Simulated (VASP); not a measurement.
Write the native input for VASP 6.6.1 that does the following.

```yaml
Task: relaxation of cell and atoms
Functional: r2SCAN
Potentials_or_basis: VASP PAW PBE potentials, release 64 (Zr_sv, B)
Cutoff: 600 eV
k_mesh: 10 × 10 × 8
Occupations: fermi-dirac, width 0.05 eV
Spin: no spin polarisation
Hubbard_terms: Zr d U = 6.0 eV
Dipole_correction: no
Further_INCAR_settings: ALGO = Normal; EDIFF = 1e-07; IBRION = 2; EDIFFG = -0.01; NSW = 60; ISIF = 3
```

Crystal: ZrB2.

```
Zr B
1.0
     3.17000    0.00000    0.00000
    -1.58500    2.74530    0.00000
     0.00000    0.00000    3.53300
Zr B
1 2
Cartesian
  0.0000 0.0000 0.0000
  1.5850 0.9151 1.7665
  0.0000 1.8302 1.7665
```

The input as run:

POSCAR

```
ZrB2
1.0
    3.1700000000      0.0000000000      0.0000000000
   -1.5850000000      2.7453005300      0.0000000000
    0.0000000000      0.0000000000      3.5330000000
Zr B
1 2
Direct
    0.0000000000      0.0000000000      0.0000000000
    0.6666666667      0.3333333333      0.5000000000
    0.3333333333      0.6666666667      0.5000000000
```

INCAR.step1

```
SYSTEM = ZrB2
  PREC = Accurate
  ENCUT = 600
  ISMEAR = -1
  SIGMA = 0.05
  LREAL = .False.
  LASPH = .True.
  NELM = 150
  LMAXMIX = 4
  LDAU = .True.
  LDAUTYPE = 2
  LDAUL = 2 -1
  LDAUU = 6 0
  LDAUJ = 0 0
  GGA = PE
  ALGO = Normal
  EDIFF = 1E-4
  LWAVE = .True.
  LCHARG = .False.
```

INCAR.step2

```
SYSTEM = ZrB2
  PREC = Accurate
  ENCUT = 600
  EDIFF = 1E-7
  ISMEAR = -1
  SIGMA = 0.05
  LREAL = .False.
  LASPH = .True.
  NELM = 150
  ALGO = Normal
  ISIF = 3
  LWAVE = .False.
  LCHARG = .False.
  LMAXMIX = 4
  LDAU = .True.
  LDAUTYPE = 2
  LDAUL = 2 -1
  LDAUU = 6 0
  LDAUJ = 0 0
  LDAUPRINT = 1
  METAGGA = R2SCAN
  LMIXTAU = .True.
  IBRION = 2
  NSW = 60
  EDIFFG = -0.01
  ISTART = 1
```

KPOINTS

```
regular mesh
0
Gamma
  10 10 8
  0 0 0
```

Potentials or basis: VASP PAW PBE potentials, release 64 (Zr_sv, B).

Launch:

```bash
$ cat potpaw_PBE.64/Zr_sv/POTCAR potpaw_PBE.64/B/POTCAR > POTCAR
$ cp INCAR.step1 INCAR
$ mpirun -np 1 vasp_std > vasp.out
$ cp INCAR.step2 INCAR
$ mpirun -np 1 vasp_std > vasp.out
```

It gave:

| Item | Value |
| --- | --- |
| Relaxed volume | 10.88 Å³/atom |
| Relaxed cell | a = 3.213 Å, b = 3.213 Å, c = 3.652 Å, α = 90.00°, β = 90.00°, γ = 120.00° |
| Space group after relaxing (to 0.05 Å) | P6/mmm (No. 191) |
| Energy gained by relaxing | 31.3 meV/atom |
| Ionic steps | 6 |
| Pressure after relaxing | 0.1 GPa |
| Band gap on the k mesh | zero (band 9 reaches 11.77 eV, above the bottom of band 10 at 10.55 eV) |

Caveat: the PAW data sets were made with another functional, which shifts forces and pressure a little; U without spin polarisation on a metal has little footing; the U is typed as a test and isn't derived for this compound.

Wall time 15 min on 1 thread of Oxide Virtual Turin-like Processor (shared host), peak memory 0.16 GiB.
